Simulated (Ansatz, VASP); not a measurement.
# Cu: VASP beside Ansatz

```
Cu
1.0
     2.49814    0.00000    0.00000
    -1.24907    2.16345    0.00000
     0.00000    0.00000    4.42435
Cu
2
Direct
  0.33333 0.66667 0.25000
  0.66667 0.33333 0.75000
```

Alike in both runs: task single point; functional PBE; k mesh 18 × 18 × 10; occupations gaussian, width 0.1 eV; no spin polarisation.

|  | VASP | Ansatz |
| --- | --- | --- |
| version | VASP 6.6.1 | Ansatz 0.2.0 |
| potentials or method | VASP PAW PBE potentials, release 64 (Cu), cutoff 520 eV | scalar-relativistic, plane waves, PAW |
| valence electrons in the cell | 22 | 38 |

|  | VASP | Ansatz | Ansatz less VASP |
| --- | --- | --- | --- |
| gap on the k mesh at the Fermi level (eV) | none | none | - |
| pressure (GPa) | 2.3 | 1.4 | -0.94 |
| traceless stress, the component that is largest in VASP (GPa) | -8.45 | -8.43 | +0.028 |

A gap of «none» marks a metal or a gap that the smearing closes. The functional is the same, so the differences come from potentials, cutoffs and numerics. VASP's potentials hold 22 valence electrons a cell and Ansatz's 38, so a difference there can come from the potentials and not from the codes.
